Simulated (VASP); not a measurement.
Input of a VASP 6.6.1 run:

File INCAR:

```
SYSTEM = Sb
  PREC = Accurate
  ENCUT = 600
  EDIFF = 1E-6
  ISMEAR = -1
  SIGMA = 0.05
  LREAL = .False.
  LASPH = .True.
  NELM = 80
  ALGO = Normal
  ISIF = 3
  LWAVE = .False.
  LCHARG = .False.
  GGA = PS
  IBRION = 2
  NSW = 80
  EDIFFG = -0.005
  PSTRESS = 300.0
```

KPOINTS

```
Automatic mesh
0
Gamma
  12 12 12
  0 0 0
```

The input POSCAR:

```
Sb
1.0
   -1.5765401831      1.5765401831      2.7119384313
    1.5765401831     -1.5765401831      2.7119384313
    1.5765401831      1.5765401831     -2.7119384313
Sb
1
Direct
    0.0000000000      0.0000000000      0.0000000000
```

Potentials or basis: VASP PAW PBE potentials, release 64 (Sb).

The run is started by

```console
$ cat potpaw_PBE.64/Sb/POTCAR > POTCAR
$ mpirun -np 1 vasp_std > vasp.out
```

Predict the space group after relaxing (to 0.1 Å).

I4/mmm (No. 139).

What does it give for the band gap on the k mesh?

Zero (an odd number of electrons rules out a gap without spin polarisation).

Estimate the relaxed cell.

a = 3.150 Å, b = 3.150 Å, c = 3.150 Å, α = 124.32°, β = 124.32°, γ = 82.67°.

Estimate the relaxed volume.

20.48 Å³/atom.

Final structure:
```
Sb
1.0
    -1.47119    1.47119    2.36522
     1.47119   -1.47119    2.36522
     1.47119    1.47119   -2.36522
Sb
1
Direct
  0.00000 0.00000 0.00000
```

Caveat: the cell is relaxed towards a set pressure, so the run minimises the enthalpy, not the energy; the volume moved by over 15 % at a fixed basis, so the end points are rough; the PAW data sets were made with another functional, which shifts forces and pressure a little; spin-orbit coupling is left out, which moves the levels of the heavy elements.
